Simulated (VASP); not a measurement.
Runs of VASP 6.6.1 on CdS. The structure is that of space group P6_3mc (No. 186), or close to it. The cells are those of the table. 

```tsv
cell	gap on the mesh (eV)	pressure (GPa)
a = 4.206, b = 4.206, c = 6.834 Å, angles 90.0, 90.0, 120.0°, 4 atoms	(a)	-1.4
a = 4.123, b = 4.123, c = 6.698 Å, angles 90.0, 90.0, 120.0°, 4 atoms	1.70	2.3
a = 4.081, b = 4.081, c = 6.631 Å, angles 90.0, 90.0, 120.0°, 4 atoms	(c)	4.6
a = 4.165, b = 4.165, c = 6.766 Å, angles 90.0, 90.0, 120.0°, 4 atoms	(b)	0.3
```

Alike in all rows: task single point; level r2SCAN; potentials or basis VASP PAW PBE potentials, release 64 (Cd, S); no spin polarisation; k mesh 12 × 12 × 4; cutoff (eV) 520; smearing gaussian 0.01 eV.

**Question.** Fill in the values left out.

**Answer.** (a) 1.55; (b) 1.63; (c) 1.78.

Caveats: the PAW data sets were made with another functional, which shifts forces and pressure a little; the cell stands under pressure (at least some runs).

A k mesh can miss the band edges, and the runs leave out spin-orbit coupling on Cd.
